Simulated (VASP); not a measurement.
Here is a VASP 6.6.1 calculation.

The input INCAR:

```
SYSTEM = Ge
PREC = Accurate
ENCUT = 600
EDIFF = 1E-7
ISMEAR = -1
SIGMA = 0.05
LREAL = .False.
LASPH = .True.
NELM = 60
ALGO = Normal
ISIF = 3
LWAVE = .False.
LCHARG = .False.
IBRION = 2
NSW = 60
EDIFFG = -0.005
PSTRESS = 250.0
```

The input KPOINTS:

```
regular mesh
0
Gamma
  12 12 12
  0 0 0
```

POSCAR

```
Ge
1.0
    0.0000000000      2.5715396415      2.5715396415
    2.5715396415      0.0000000000      2.5715396415
    2.5715396415      2.5715396415      0.0000000000
Ge
2
Direct
   -0.1250000000     -0.1250000000     -0.1250000000
    0.1250000000      0.1250000000      0.1250000000
```

Potentials or basis: VASP PAW LDA potentials, release 64 (Ge_d).

The run is started by

```bash
$ cat potpaw_LDA.64/Ge_d/POTCAR > POTCAR
$ mpirun -np 1 vasp_std > vasp.out
```

What does it give for the space group after relaxing (to 0.1 Å)?

Fd-3m (No. 227).

Predict the relaxed cell.

a = 3.708 Å, b = 3.708 Å, c = 3.708 Å, α = 60.00°, β = 60.00°, γ = 60.00°.

Step by step:
```tsv
step	energy change (eV)	largest force (eV/Å)	pressure (GPa)	volume (Å³)
1	0.0000	0.0000	36.42	34.01
2	-0.8230	0.0000	9.03	40.33
3	-0.4003	0.0000	24.64	36.13
4	-0.3894	0.0000	24.99	36.06
```

Caveat: the cell is relaxed towards a set pressure, so the run minimises the enthalpy, not the energy.
